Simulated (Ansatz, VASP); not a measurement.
**ZnO: VASP beside Ansatz**

The input INCAR:

```
PREC     = Accurate       # precision mode
ENCUT    = 520            # plane-wave cutoff, eV
EDIFF    = 1E-7           # SCF threshold, eV
ISMEAR   = -1             # smearing method
SIGMA    = 0.02           # smearing width, eV
LREAL    = F              # projectors in reciprocal space
LASPH    = T              # aspherical terms in the spheres
NELM     = 60             # most SCF steps
ALGO     = Normal         # electronic algorithm
ISIF     = 2              # what is computed and relaxed
LWAVE    = F              # write WAVECAR
LCHARG   = F              # write CHGCAR
GGA      = CA             # functional
NBANDS   = 26             # bands
```

Contents of KPOINTS:

```
Automatic mesh
0
Gamma
  11 11 6
```

The input POSCAR:

```
ZnO
1.0
    3.3131286040      0.0000000000      0.0000000000
   -1.6565643020      2.8692535371      0.0000000000
    0.0000000000      0.0000000000      5.3058612053
Zn O
2 2
Direct
    0.3333333333      0.6666666667      0.0000000000
    0.6666666667      0.3333333333      0.5000000000
    0.3333333333      0.6666666667      0.3821000000
    0.6666666667      0.3333333333      0.8821000000
```

Input for Ansatz:

```yaml
crystal:
  lattice:
    - [3.313128604, 0.0, 0.0]
    - [-1.656564302, 2.8692535371, 0.0]
    - [0.0, 0.0, 5.3058612053]
  atoms:
    - { symbol: Zn, position: [0.3333333333, 0.6666666667, 0.0] }
    - { symbol: Zn, position: [0.6666666667, 0.3333333333, 0.5] }
    - { symbol: O, position: [0.3333333333, 0.6666666667, 0.3821] }
    - { symbol: O, position: [0.6666666667, 0.3333333333, 0.8821] }
kpoints:
  mp_grid: { grid: [11, 11, 6] }
  band_path:
    path:
      - [0.0, 0.0, 0.0]
      - [0.5, 0.0, 0.0]
      - [0.3333333333, 0.3333333333, 0.0]
      - [0.0, 0.0, 0.0]
      - [0.0, 0.0, 0.5]
      - [0.5, 0.0, 0.5]
      - [0.3333333333, 0.3333333333, 0.5]
      - [0.0, 0.0, 0.5]
      - [0.5, 0.0, 0.5]
    npoints: 5
scf:
  occupations: { method: fermi_dirac, width: 0.02 }
hamiltonian:
  xc: lda
  pseudopotentials: { kind: all_electron, lapw: { basis_error: 0.0005 } }
output:
  forces: true
  stress: true
  eigenvalues: true
```

Change from the starting cell: volume scaled by 1.06.

Alike in both runs: task single point; functional LDA; k mesh 11 × 11 × 6; occupations fermi-dirac, width 0.02 eV; no spin polarisation.

|  | VASP | Ansatz |
| --- | --- | --- |
| version | VASP 6.6.1 | Ansatz 0.2.0 |
| potentials or method | VASP PAW LDA potentials, release 64 (Zn, O), cutoff 520 eV | all-electron LAPW, scalar-relativistic |

```csv
,VASP,Ansatz,Ansatz less VASP
pressure (GPa),-12.8,-13.6,-0.78
"traceless stress, the component that is largest in VASP (GPa)",0.53,0.54,+0.010
rms of the force components (eV/Å),0.023,0.023,-0.0002
```

LDA's correlation is that of Perdew and Zunger in VASP and of Perdew and Wang (1992) in Ansatz. Atom by atom the forces differ by 0.000 eV/Å (rms over components). Ansatz ran all-electron here, and VASP with PAW potentials.
